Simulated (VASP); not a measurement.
# Cu2Au (Fd-3m) in VASP: notebook

The runs below take Cu2Au through single point, relaxation of cell and atoms, with PBE.

All numbers are computed with VASP 6.6.1; they aren't measurements. Logs are shortened: lines on timing, memory, paths and dates and some standing lists are left out, and cuts for length are marked.

## Step 1: The cell of the first run

It takes space group Fd-3m (No. 227, cubic). The conventional cell has a = 6.938 Å, b = 6.938 Å, c = 6.938 Å, α = 90.00°, β = 90.00°, γ = 90.00°. Cu (site symmetry -3m) has 6 Cu at 2.45 Å and 6 Au at 2.88 Å within 3.2 Å. Au (site symmetry -43m) has 12 Cu at 2.88 Å and 4 Au at 3.00 Å within 3.8 Å.

## Step 2: Single point, PBE

File INCAR:

```
SYSTEM = Cu2Au
PREC     = Accurate       ! precision mode
ENCUT    = 520            ! plane-wave cutoff, eV
EDIFF    = 1E-6           ! SCF threshold, eV
ISMEAR   = 0              ! smearing method
SIGMA    = 0.1            ! smearing width, eV
LREAL    = .False.        ! projectors in reciprocal space
LASPH    = .True.         ! aspherical terms in the spheres
NELM     = 80             ! most SCF steps
ALGO     = Fast           ! electronic algorithm
ISIF     = 2              ! what is computed and relaxed
LWAVE    = .False.        ! write WAVECAR
LCHARG   = .False.        ! write CHGCAR
GGA      = PE             ! functional
NBANDS   = 42             ! bands
```

File KPOINTS:

```
regular mesh
0
Gamma
  4 4 4
  0 0 0
```

File POSCAR:

```
Cu2Au
1.0
    0.0000000000      3.4692430843      3.4692430843
    3.4692430843      0.0000000000      3.4692430843
    3.4692430843      3.4692430843      0.0000000000
Cu Au
4 2
Direct
    0.6250000000      0.6250000000      0.6250000000
    0.1250000000      0.6250000000      0.6250000000
    0.6250000000      0.6250000000      0.1250000000
    0.6250000000      0.1250000000      0.6250000000
    0.0000000000      0.0000000000      0.0000000000
    0.2500000000      0.2500000000      0.2500000000
```

Potentials or basis: VASP PAW PBE potentials, release 64 (Cu, Au).

On the command line:

```
> cat potpaw_PBE.64/Cu/POTCAR potpaw_PBE.64/Au/POTCAR > POTCAR
> mpirun -np 1 vasp_std > vasp.out
```

OUTCAR:

```text
SYSTEM = Cu2Au
   PREC = Accurate
   ENCUT = 520
   EDIFF = 1E-6
   ISMEAR = 0
   LREAL = .False.
   LASPH = .True.
   NELM = 80
   ISIF = 2
   GGA = PE

 ion  position               nearest neighbor table
   1  0.625  0.625  0.625-   2 2.45   3 2.45   4 2.45   3 2.45   4 2.45   2 2.45   6 2.88   5 2.88
                             6 2.88   5 2.88   6 2.88   5 2.88
   2  0.125  0.625  0.625-   1 2.45   3 2.45   4 2.45   1 2.45   3 2.45   4 2.45   5 2.88   6 2.88
                             5 2.88   5 2.88   6 2.88   6 2.88
   3  0.625  0.625  0.125-   1 2.45   1 2.45   2 2.45   4 2.45   4 2.45   2 2.45   6 2.88   5 2.88
                             6 2.88   5 2.88   6 2.88   5 2.88
   4  0.625  0.125  0.625-   1 2.45   3 2.45   1 2.45   2 2.45   3 2.45   2 2.45   5 2.88   6 2.88
                             5 2.88   6 2.88   6 2.88   5 2.88
   5  0.000  0.000  0.000-   1 2.88   3 2.88   4 2.88   1 2.88   2 2.88   3 2.88   1 2.88   2 2.88
                             4 2.88   2 2.88   3 2.88   4 2.88   6 3.00   6 3.00   6 3.00   6 3.00
   6  0.250  0.250  0.250-   2 2.88   3 2.88   4 2.88   1 2.88   2 2.88   4 2.88   1 2.88   2 2.88
                             3 2.88   1 2.88   3 2.88   4 2.88   5 3.00   5 3.00   5 3.00   5 3.00

  LATTYP: Found a face centered cubic cell.
 ALAT       =     6.9384861686

  Lattice vectors:

 A1 = (   0.0000000000,   3.4692430843,   3.4692430843)
 A2 = (   3.4692430843,   0.0000000000,   3.4692430843)
 A3 = (   3.4692430843,   3.4692430843,   0.0000000000)

Analysis of symmetry for initial positions (statically):
=====================================================================
 Subroutine PRICEL returns:
 Original cell was already a primitive cell.

 Routine SETGRP: Setting up the symmetry group for a
 face centered cubic supercell.

 Subroutine GETGRP returns: Found 48 space group operations
 (whereof 24 operations were pure point group operations)
 out of a pool of 48 trial point group operations.

The static configuration has the point symmetry T_d .
 The point group associated with its full space group is O_h .

Analysis of symmetry for dynamics (positions and initial velocities):
=====================================================================
 Subroutine PRICEL returns:
 Original cell was already a primitive cell.

 Routine SETGRP: Setting up the symmetry group for a
 face centered cubic supercell.

 Subroutine GETGRP returns: Found 48 space group operations
[... 97 lines left out ...]
   EDIFFG = 0.1E-04   stopping-criterion for IOM
   NSW    =      0    number of steps for IOM
   IBRION =     -1    ionic relax: 0-MD 1-quasi-New 2-CG
   NFREE  =      0    steps in history (QN), initial steepest desc. (CG)
   ISIF   =      2    stress and relaxation
   ISYM   =      2    0-nonsym 1-usesym 2-fastsym
   POTIM  = 0.5000    time-step for ionic-motion
   TEBEG  =    0.0;   TEEND  =   0.0 temperature during run
   PSTRESS=    0.0 pullay stress
   NELECT =      66.0000    total number of electrons
   NUPDOWN=      -1.0000    fix difference up-down
   EMIN   =  10.00;   EMAX   =-10.00  energy-range for DOS
   EFERMI =   0.00;   METHOD = LEGACY
   ISMEAR =     0;   SIGMA  =   0.10  broadening in eV -4-tet -1-fermi 0-gaus
   EFERMI_NEDOS =   21; number of points for ismear=-14 and -15
   IALGO  =     68    algorithm
   IMIX   =      4    mixing-type and parameters
     AMIX     =   0.40;   BMIX     =  1.00
     AMIX_MAG =   1.60;   BMIX_MAG =  1.00
  volume/ion in A,a.u.               =      13.92        93.92
  Fermi-wavevector in a.u.,A,eV,Ry     =   1.513601  2.860291 31.170785  2.290988
  Thomas-Fermi vector in A             =   2.623370
   LORBIT       =      0    0 simple, 1 ext, 2 COOP (PROOUT), +10 PAW based schemes
   GGA     = PE    functional components
   LHFCALC =     F    Hartree Fock is set to
   AEXX    =    0.0000 exact exchange contribution
   IVDW    =     0    specifies the selected vdW correction
   LEPSILON=     F    determine dielectric tensor
   LRPA    =     F    only Hartree local field effects (RPA)
 non-spin polarized calculation
 RMM-DIIS sequential band-by-band and
 Gauss-broadening in eV      SIGMA  =   0.10
  energy-cutoff  :      520.00
  volume of cell :       83.51
 maximum number of plane-waves:      2272
   NGX = 19   NGY = 19   NGZ = 19

 number of electron      65.9999956 magnetization

 Free energy of the ion-electron system (eV)
  ---------------------------------------------------
  ext. energy  EPLUGINS =         0.00000000
  ---------------------------------------------------
  free energy    TOTEN  =       -21.23302007 eV

  energy without entropy =      -21.20757219  energy(sigma->0) =      -21.22029613

 E-fermi :   8.4287     XC(G=0): -12.5679

 val. band max:        7.9885595591   @ k =   0.5000   0.5000   0.0000
 cond. band min:       8.4422790501   @ k =   0.5000   0.0000   0.0000
 fundamental gap:      0.4537194910
 Fermi energy:         8.4286579407

 k-point     1 :       0.0000    0.0000    0.0000
  band No.  band energies     occupation
      1      -1.3237      2.00000
      2       2.6263      2.00000
      3       2.6263      2.00000
      4       2.6263      2.00000
      5       2.8833      2.00000
      6       2.8833      2.00000
[... 349 lines left out ...]
     41      17.9990      0.00000
     42      18.0095      0.00000

------------------------ aborting loop because EDIFF is reached ----------------------------------------

  FORCE on cell =-STRESS in cart. coord.  units (eV):
  Direction    XX          YY          ZZ          XY          YZ          ZX
  --------------------------------------------------------------------------------------
  -------------------------------------------------------------------------------------
  Total        0.0873975      0.0873975      0.0873975      0.0000000      0.0000000      0.0000000
  in kB        1.6767781      1.6767781      1.6767781      0.0000000      0.0000000      0.0000000
  external PRESSURE =       1.6767781 kB  Pullay stress =       0.0000000 kB

 VOLUME and BASIS-vectors are now :
 -----------------------------------------------------------------------------
  energy-cutoff  :      520.00
  volume of cell :       83.51
      direct lattice vectors                 reciprocal lattice vectors
     0.000000000  3.469243084  3.469243084    -0.144123657  0.144123657  0.144123657
     3.469243084  0.000000000  3.469243084     0.144123657 -0.144123657  0.144123657
     3.469243084  3.469243084  0.000000000     0.144123657  0.144123657 -0.144123657

 POSITION                                       TOTAL-FORCE (eV/Angst)
 -----------------------------------------------------------------------------------
      4.33655      4.33655      4.33655        -0.000000     -0.000000     -0.000000
      4.33655      2.60193      2.60193        -0.000000     -0.000000     -0.000000
      2.60193      2.60193      4.33655        -0.000000     -0.000000     -0.000000
      2.60193      4.33655      2.60193        -0.000000     -0.000000     -0.000000
      0.00000      0.00000      0.00000         0.000000      0.000000      0.000000
      1.73462      1.73462      1.73462         0.000000     -0.000000     -0.000000
 -----------------------------------------------------------------------------------
    total drift:                                0.000000      0.000000      0.000000

  FREE ENERGIE OF THE ION-ELECTRON SYSTEM (eV)
  ---------------------------------------------------
  free  energy   TOTEN  =       -21.2330200729 eV

  energy  without entropy=      -21.2075721947  energy(sigma->0) =      -21.22029613
```

OSZICAR:

```text
N       E                     dE             d eps       ncg     rms          rms(c)
DAV:   1     0.634909969076E+03    0.63491E+03   -0.29147E+04   680   0.245E+03
DAV:   2     0.590872432232E+02   -0.57582E+03   -0.54335E+03   676   0.487E+02
DAV:   3    -0.217506230092E+02   -0.80838E+02   -0.73291E+02   712   0.206E+02
[... 14 lines left out ...]
RMM:  18    -0.212330792221E+02    0.24264E-05   -0.28712E-05   785   0.333E-02    0.769E-02
RMM:  19    -0.212330295788E+02    0.49643E-04   -0.76733E-05   824   0.997E-02    0.471E-02
RMM:  20    -0.212330232867E+02    0.62921E-05   -0.10204E-05   728   0.276E-02    0.288E-02
RMM:  21    -0.212330198552E+02    0.34315E-05   -0.19917E-05   845   0.339E-02    0.570E-03
RMM:  22    -0.212330200729E+02   -0.21775E-06   -0.17304E-06   442   0.111E-02
   1 F= -.21233020E+02 E0= -.21220296E+02  d E =-.254479E-01
```

Wall time 24 s (1 thread of Intel Xeon 6975P-C (Granite Rapids), shared host); peak memory 0.21 GiB.

Results:

```yaml
Free_energy: -21.2330 eV
Pressure: 0.2 GPa
Band_gap_on_the_k_mesh: zero (band 33 reaches 10.68 eV, above the bottom of band 34 at 6.66 eV)
```

Caveat: the k points lie up to 0.39 Å⁻¹ apart; spin-orbit coupling is left out, which moves the levels of the heavy elements.

## Step 3: Single point, PBE

This run uses another cell than the first one, of 14.79 Å³/atom, 1.062 times its volume.

File INCAR:

```
SYSTEM = Cu2Au
ALGO     = Fast           ! electronic algorithm
EDIFF    = 1E-7           ! SCF threshold, eV
ENCUT    = 520            ! plane-wave cutoff, eV
GGA      = PE             ! functional
ISIF     = 2              ! what is computed and relaxed
ISMEAR   = 0              ! smearing method
LASPH    = .TRUE.         ! aspherical terms in the spheres
LCHARG   = .TRUE.         ! write CHGCAR
LELF     = .TRUE.         ! ELF
LREAL    = .FALSE.        ! projectors in reciprocal space
LVHAR    = .TRUE.       
LWAVE    = .FALSE.        ! write WAVECAR
NBANDS   = 42             ! bands
NELM     = 80             ! most SCF steps
PREC     = Accurate       ! precision mode
SIGMA    = 0.1            ! smearing width, eV
```

File KPOINTS:

```
k-points
0
G
  4 4 4
  0 0 0
```

Edit POSCAR of step 2 so:

```diff
@@ -2,5 +2,5 @@
 1.0
-    0.0000000000      3.4692430843      3.4692430843
-    3.4692430843      0.0000000000      3.4692430843
-    3.4692430843      3.4692430843      0.0000000000
+    0.0000000000      3.5398721666      3.5398721666
+    3.5398721666      0.0000000000      3.5398721666
+    3.5398721666      3.5398721666      0.0000000000
 Cu Au
```

Potentials or basis: VASP PAW PBE potentials, release 64 (Cu, Au).

On the command line:

```
> cat potpaw_PBE.64/Cu/POTCAR potpaw_PBE.64/Au/POTCAR > POTCAR
> mpirun -np 1 vasp_std > vasp.out
```

Run time: 36 s. Hardware: 1 thread of Intel Xeon 6975P-C (Granite Rapids), shared host; peak memory 0.24 GiB.

The run converged. Its results:

* Free energy: -21.1223 eV
* Pressure: -6.8 GPa
* Band gap on the k mesh: zero (band 33 reaches 9.80 eV, above the bottom of band 34 at 5.91 eV)

Levels at points of the mesh, in eV from the Fermi level:
| k point | band 31 | band 32 | band 33 | band 34 | band 35 | band 36 |
| --- | --- | --- | --- | --- | --- | --- |
| (0.00, 0.00, 0.00) | -1.61 | -0.62 | 2.16 | 2.16 | 2.16 | 2.56 |
| (0.50, 0.00, 0.00) | -2.00 | -1.61 | -0.01 | 1.16 | 1.16 | 2.35 |
| (0.50, 0.50, 0.00) | -2.11 | -2.11 | -0.44 | -0.44 | 0.25 | 0.25 |

Caveat: the k points lie up to 0.38 Å⁻¹ apart; spin-orbit coupling is left out, which moves the levels of the heavy elements.

## Step 4: Relaxation of cell and atoms, PBE

This run uses another cell than the first one, of 14.79 Å³/atom, 1.062 times its volume.

File INCAR:

```
SYSTEM = Cu2Au
PREC = Accurate
ENCUT = 600
EDIFF = 1E-6
ISMEAR = 0
SIGMA = 0.1
LREAL = .False.
LASPH = .True.
NELM = 100
ALGO = Normal
ISIF = 3
LWAVE = .False.
LCHARG = .False.
GGA = PE
IBRION = 2
NSW = 90
EDIFFG = -0.04
```

File KPOINTS:

```
regular mesh
0
Gamma
  4 4 4
  0 0 0
```

POSCAR is that of step 3.

On the command line:

```
> cat potpaw_PBE.64/Cu/POTCAR potpaw_PBE.64/Au/POTCAR > POTCAR
> mpirun -np 1 vasp_std > vasp.out
```

Wall time 67 s (1 thread of Intel Xeon 6975P-C (Granite Rapids), shared host); peak memory 0.24 GiB.

The run converged. Its results:

* Free energy: -21.2344 eV
* Relaxed volume: 13.95 Å³/atom
* Relaxed cell: a = 4.910 Å, b = 4.910 Å, c = 4.910 Å, α = 60.00°, β = 60.00°, γ = 60.00°
* Space group after relaxing (to 0.05 Å): Fd-3m (No. 227)
* Energy gained by relaxing: 18.8 meV/atom
* Ionic steps: 3
* Pressure after relaxing: -0.1 GPa
* Band gap on the k mesh: zero (band 33 reaches 10.64 eV, above the bottom of band 34 at 6.63 eV)

Step by step:
| step | energy change (eV) | largest force (eV/Å) | pressure (GPa) | volume (Å³) |
| --- | --- | --- | --- | --- |
| 1 | 0.0000 | 0.0000 | -6.80 | 88.71 |
| 2 | -0.0695 | 0.0000 | 5.17 | 80.90 |
| 3 | -0.1126 | 0.0000 | -0.06 | 83.72 |

Final structure:
```yaml
crystal:
  lattice:
    - [0.00000, 3.47217, 3.47217]
    - [3.47217, 0.00000, 3.47217]
    - [3.47217, 3.47217, 0.00000]
  atoms:
    - { symbol: Cu, position: [0.62500, 0.62500, 0.62500] }
    - { symbol: Cu, position: [0.12500, 0.62500, 0.62500] }
    - { symbol: Cu, position: [0.62500, 0.62500, 0.12500] }
    - { symbol: Cu, position: [0.62500, 0.12500, 0.62500] }
    - { symbol: Au, position: [0.00000, 0.00000, 0.00000] }
    - { symbol: Au, position: [0.25000, 0.25000, 0.25000] }
```

Levels at points of the mesh, in eV from the Fermi level:
| k point | band 29 | band 30 | band 31 | band 32 | band 33 | band 34 | band 35 | band 36 |
| --- | --- | --- | --- | --- | --- | --- | --- | --- |
| (0.00, 0.00, 0.00) | -1.63 | -1.63 | -1.63 | -0.70 | 2.24 | 2.24 | 2.24 | 2.83 |
| (0.50, 0.00, 0.00) | -2.22 | -2.04 | -2.04 | -1.63 | 0.01 | 1.15 | 1.15 | 2.64 |
| (0.50, 0.50, 0.00) | -2.33 | -2.33 | -2.17 | -2.17 | -0.44 | -0.44 | 0.38 | 0.38 |

Caveat: the k points lie up to 0.39 Å⁻¹ apart in the final cell; spin-orbit coupling is left out, which moves the levels of the heavy elements.

## Step 5: Single point, PBE

This run uses another cell than the first one, of 13.98 Å³/atom, 1.004 times its volume.

File INCAR:

```
SYSTEM = Cu2Au
ALGO = Fast
EDIFF = 1E-7
ENCUT = 520
GGA = PE
ISIF = 2
ISMEAR = 0
LASPH = .True.
LCHARG = .True.
LELF = .True.
LREAL = .False.
LVHAR = .True.
LWAVE = .False.
NBANDS = 42
NELM = 80
PREC = Accurate
SIGMA = 0.1
```

File KPOINTS:

```
k-points
0
Gamma
  10 10 10
  0 0 0
```

File POSCAR:

```
Cu2Au
1.0
    0.0000000000      3.4742046588      3.4742046588
    3.4742046588      0.0000000000      3.4742046588
    3.4742046588      3.4742046588      0.0000000000
Cu Au
4 2
Direct
    0.1250000000      0.1250000000      0.1250000000
    0.6250000000      0.1250000000      0.1250000000
    0.1250000000      0.1250000000      0.6250000000
    0.1250000000      0.6250000000      0.1250000000
    0.5000000000      0.5000000000      0.5000000000
    0.7500000000      0.7500000000      0.7500000000
```

On the command line:

```
> cat potpaw_PBE.64/Cu/POTCAR potpaw_PBE.64/Au/POTCAR > POTCAR
> mpirun -np 1 vasp_std > vasp.out
```

Wall time 2.5 min (1 thread of Intel Xeon 6975P-C (Granite Rapids), shared host); peak memory 0.32 GiB.

The run converged. Its results:

* Free energy: -21.2608 eV
* Pressure: 0.2 GPa
* Band gap on the k mesh: zero (band 33 reaches 10.62 eV, above the bottom of band 34 at 6.80 eV)

Levels at points of the mesh, in eV from the Fermi level:
```csv
k point,band 31,band 32,band 33,band 34,band 35,band 36
"(0.00, 0.00, 0.00)",-1.22,-0.30,2.67,2.67,2.67,3.24
"(0.50, 0.00, 0.00)",-1.62,-1.22,0.42,1.58,1.58,3.06
"(0.50, 0.50, 0.00)",-1.74,-1.74,-0.03,-0.03,0.80,0.80
```

Caveat: spin-orbit coupling is left out, which moves the levels of the heavy elements.

## Step 6: Relaxation of cell and atoms, PBE

File INCAR:

```
SYSTEM = Cu2Au
  PREC = Accurate
  ENCUT = 600
  EDIFF = 1E-6
  ISMEAR = 0
  SIGMA = 0.1
  LREAL = .FALSE.
  LASPH = .TRUE.
  NELM = 80
  ALGO = Fast
  ISIF = 3
  LWAVE = .FALSE.
  LCHARG = .FALSE.
  GGA = PE
  IBRION = 2
  NSW = 100
  EDIFFG = -0.01
```

File KPOINTS:

```
Automatic mesh
0
G
  10 10 10
  0 0 0
```

Edit POSCAR of step 5 so:

```diff
@@ -2,5 +2,5 @@
 1.0
-    0.0000000000      3.4742046588      3.4742046588
-    3.4742046588      0.0000000000      3.4742046588
-    3.4742046588      3.4742046588      0.0000000000
+    0.0000000000      3.4692430843      3.4692430843
+    3.4692430843      0.0000000000      3.4692430843
+    3.4692430843      3.4692430843      0.0000000000
 Cu Au
```

Potentials or basis: VASP PAW PBE potentials, release 64 (Cu, Au).

On the command line:

```
> cat potpaw_PBE.64/Cu/POTCAR potpaw_PBE.64/Au/POTCAR > POTCAR
> mpirun -np 1 vasp_std > vasp.out
```

Wall time 12 min (1 thread of Intel Xeon 6975P-C (Granite Rapids), shared host); peak memory 0.35 GiB.

The run converged. Its results:

| Item | Value |
| --- | --- |
| Free energy | -21.2606 eV |
| Relaxed volume | 14.03 Å³/atom |
| Relaxed cell | a = 4.919 Å, b = 4.919 Å, c = 4.919 Å, α = 60.00°, β = 60.00°, γ = 60.00° |
| Space group after relaxing (to 0.05 Å) | Fd-3m (No. 227) |
| Energy gained by relaxing | 0.2 meV/atom |
| Ionic steps | 10 |
| Pressure after relaxing | -0.1 GPa |
| Band gap on the k mesh | zero (band 33 reaches 10.57 eV, above the bottom of band 34 at 6.75 eV) |

The path:
```
step  energy change (eV)  largest force (eV/Å)  pressure (GPa)  volume (Å³)
   1              0.0000                0.0000            0.78        83.51
   2             -0.0007                0.0000            0.74        84.33
   3              0.0355                0.0000           -4.11        86.82
   4              0.0011                0.0000           -1.09        84.70
   5             -0.0002                0.0000           -0.98        84.48
   6             -0.0005                0.0000           -0.68        84.39
   7             -0.0006                0.0000           -0.69        84.36
   8             -0.0005                0.0000            0.52        83.62
   9             -0.0012                0.0000            0.52        84.04
  10             -0.0011                0.0000           -0.11        84.18
```

Final structure:
```
CELL_PARAMETERS angstrom
0.00000 3.47848 3.47848
3.47848 0.00000 3.47848
3.47848 3.47848 0.00000
ATOMIC_POSITIONS crystal
Cu 0.12500 0.12500 0.12500
Cu 0.62500 0.12500 0.12500
Cu 0.12500 0.12500 0.62500
Cu 0.12500 0.62500 0.12500
Au 0.50000 0.50000 0.50000
Au 0.75000 0.75000 0.75000
```

Levels at points of the mesh, in eV from the Fermi level:
| k point | band 31 | band 32 | band 33 | band 34 | band 35 | band 36 |
| --- | --- | --- | --- | --- | --- | --- |
| (0.00, 0.00, 0.00) | -1.21 | -0.29 | 2.66 | 2.66 | 2.66 | 3.23 |
| (0.50, 0.00, 0.00) | -1.62 | -1.21 | 0.42 | 1.58 | 1.58 | 3.04 |
| (0.50, 0.50, 0.00) | -1.74 | -1.74 | -0.02 | -0.02 | 0.80 | 0.80 |

Caveat: spin-orbit coupling is left out, which moves the levels of the heavy elements.

## Step 7: Overview

```csv
task,cell,k mesh,cutoff (eV),gap on the mesh (eV),pressure (GPa),relaxed volume (Å³/atom)
single point,"a = 4.906 Å, angles 60.0°, 6 atoms",4 × 4 × 4,520,none,0.2,-
single point,"a = 5.006 Å, angles 60.0°, 6 atoms",4 × 4 × 4,520,none,-6.8,-
relaxation of cell and atoms,"relaxed from a = 5.006 Å, angles 60.0°, 6 atoms",4 × 4 × 4,600,none,-0.1,13.95
single point,"a = 4.913 Å, angles 60.0°, 6 atoms",10 × 10 × 10,520,none,0.2,-
relaxation of cell and atoms,"relaxed from a = 4.906 Å, angles 60.0°, 6 atoms",10 × 10 × 10,600,none,-0.1,14.03
```

Alike in all rows: level PBE; potentials or basis VASP PAW PBE potentials, release 64 (Cu, Au); no spin polarisation; smearing gaussian 0.1 eV.

Caveats: some runs use coarse meshes; spin-orbit coupling is left out, which moves the levels of the heavy elements.

Absolute energies hang on the potentials; compare differences alone.
